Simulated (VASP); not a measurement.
Runs of VASP 6.6.1 on HfB. The structure is that of space group Fm-3m (No. 225), or close to it. The cells are those of the table. 

```csv
cell,cutoff (eV),gap on the mesh (eV),pressure (GPa)
"a = 3.390, b = 3.390, c = 3.430 Å, angles 59.6, 59.6, 60.8°, 2 atoms",500,none,(b)
"a = 3.310, b = 3.310, c = 3.185 Å, angles 61.2, 61.2, 57.5°, 2 atoms",520,none,27.0
"a = 3.308, b = 3.308, c = 3.349 Å, angles 59.6, 59.6, 60.8°, 2 atoms",500,none,12.4
"a = 3.349, b = 3.349, c = 3.267 Å, angles 60.8, 60.8, 58.4°, 2 atoms",520,none,13.1
"a = 3.145, b = 3.145, c = 3.103 Å, angles 60.4, 60.4, 59.1°, 2 atoms",500,none,(a)
"a = 3.390, b = 3.390, c = 3.349 Å, angles 60.4, 60.4, 59.2°, 2 atoms",520,none,2.2
"a = 3.430 Å, angles 60.0°, 2 atoms",520,none,-6.3
```

Alike in all rows: task single point; level PBEsol; potentials or basis VASP PAW PBE potentials, release 64 (Hf_pv, B); no spin polarisation; k mesh 18 × 18 × 18; smearing gaussian 0.15 eV.

Question: Fill in the values left out.

Answer: (a) 68.4; (b) -2.2.

Caveats: the PAW data sets were made with another functional, which shifts forces and pressure a little; spin-orbit coupling is left out, which moves the levels of the heavy elements.

A k mesh can miss the band edges, and the runs leave out spin-orbit coupling on Hf.

A gap of «none» marks levels without a gap at the run's occupations.
